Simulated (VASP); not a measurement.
The system is NaIr2.

```
CELL_PARAMETERS angstrom
5.39388 0.00000 0.00000
0.00000 5.39388 0.00000
0.00000 0.00000 3.47420
ATOMIC_POSITIONS crystal
Na 0.00000 0.00000 0.00000
Na 0.50000 0.50000 0.50000
Ir 0.30600 0.30600 0.00000
Ir 0.19400 0.80600 0.50000
Ir 0.69400 0.69400 0.00000
Ir 0.80600 0.19400 0.50000
```

* Program: VASP 6.6.1
* Task: relaxation of cell and atoms
* Functional: PBE
* Potentials or basis: VASP PAW PBE potentials, release 64 (Na_pv, Ir)
* Cutoff: 600 eV
* k mesh: 4 × 4 × 6
* Occupations: gaussian, width 0.1 eV
* Spin: no spin polarisation

At the start: pressure 16.8 GPa; volume 16.85 Å³/atom.

Q: How do energy, volume and symmetry change on relaxing?

A: Over 15 steps the energy falls by 725.8 meV/atom and the volume is 21.41 Å³/atom (+27.1 %); space group P4_2/mnm (No. 136, to 0.1 Å) before and after.

Step by step:
```
step  energy change (eV)  largest force (eV/Å)  pressure (GPa)  volume (Å³)
   1              0.0000                1.6092           16.76       101.08
   2             -0.8293                1.3259           -4.97       128.81
   3             -1.0784                0.6236           -0.29       117.88
   4             -1.0782                0.6559           -0.57       118.27
   5             -1.3209                1.0257           -1.09       118.73
   6             -2.4111                1.9619           -2.41       119.35
   7             -4.0494                1.0214            3.43       117.56
   8             -4.0404                1.6436            1.60       117.96
   9             -4.0568                1.3028            2.62       117.73
  10             -4.1174                0.0122            4.25       119.62
  11             -4.1215                0.2940            3.84       119.25
  12             -4.2252                0.2786            2.45       121.67
  13             -4.3452                0.2989           -0.34       127.86
  14             -4.3483                0.3109           -0.75       128.93
  15             -4.3549                0.0111           -0.01       128.48
```

Final structure:
```xyz
6
Lattice="5.1321 0.0000 0.0000 0.0000 5.1321 0.0000 0.0000 0.0000 4.8779" Properties=species:S:1:pos:R:3 pbc="T T T"
Na    5.1321    0.0000    0.0000
Na    2.5661    2.5661    2.4389
Ir    1.7505    1.7505    0.0000
Ir    0.8156    4.3166    2.4389
Ir    3.3816    3.3816    0.0000
Ir    4.3166    0.8156    2.4389
```

Caveat: the volume moved by over 15 % at a fixed basis, so the end points are rough.
